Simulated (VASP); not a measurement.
Set up this calculation in VASP 6.6.1, as the native input.

* Task: single point
* Functional: PBE
* Potentials or basis: VASP PAW PBE potentials, release 64 (Re)
* Cutoff: 520 eV
* k mesh: 18 × 18 × 10
* Occupations: gaussian, width 0.1 eV
* Spin: no spin polarisation
* Dipole correction: no
* Further INCAR settings: ALGO = Fast; EDIFF = 1e-07; NBANDS = 14

The structure of Re lies in POSCAR:

```
Re
1.0
    2.7182408294      0.0000000000      0.0000000000
   -1.3591204147      2.3540656118      0.0000000000
    0.0000000000      0.0000000000      4.3925894634
Re
2
Direct
    0.3333333333      0.6666666667      0.2500000000
    0.6666666667      0.3333333333      0.7500000000
```

One way to write it, as run:

INCAR

```
SYSTEM = Re
ALGO = Fast
EDIFF = 1E-7
ENCUT = 520
GGA = PE
ISIF = 2
ISMEAR = 0
LASPH = .True.
LCHARG = .False.
LREAL = .False.
LWAVE = .False.
NBANDS = 14
NELM = 80
PREC = Accurate
SIGMA = 0.1
```

KPOINTS

```
k-points
0
Gamma
  18 18 10
  0 0 0
```

Potentials or basis: VASP PAW PBE potentials, release 64 (Re).

Launch:

```console
$ cat potpaw_PBE.64/Re/POTCAR > POTCAR
$ mpirun -np 1 vasp_std > vasp.out
```

Results of the run:

| Property | Result |
| --- | --- |
| Pressure | 25.8 GPa |
| Band gap on the k mesh | zero (bands 7 and 8 overlap by 3.45 eV) |

Caveat: the cell stands under pressure; spin-orbit coupling is left out, which moves the levels of the heavy elements.

Wall time 2.3 min on 1 thread of Intel Xeon 8259CL (shared host), peak memory 0.2 GiB.
